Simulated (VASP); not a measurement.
Runs of VASP 6.6.1 on HgTe. The structure is that of space group F-43m (No. 216), or close to it. The cells are those of the table. 

```tsv
cell	gap on the mesh (eV)	pressure (GPa)
a = 4.751 Å, angles 60.0°, 2 atoms	none	-0.9
a = 4.797 Å, angles 60.0°, 2 atoms	none	(a)
a = 4.856 Å, angles 60.0°, 2 atoms	none	-2.5
a = 4.559 Å, angles 60.0°, 2 atoms	none	4.1
```

Alike in all rows: task single point; level PBE; potentials or basis VASP PAW PBE potentials, release 64 (Hg, Te); k mesh 12 × 12 × 12; smearing gaussian 0.1 eV.

Problem. Estimate the missing entries.

Solution. (a) -1.7.

Caveats: semilocal functionals underestimate gaps, so a narrow gap can read as zero; spin-orbit coupling is left out, which moves the levels of the heavy elements; the cell stands under pressure (at least some runs).

A k mesh can miss the band edges, and the runs leave out spin-orbit coupling on Hg, Te.

A gap of «none» marks levels without a gap at the run's occupations.
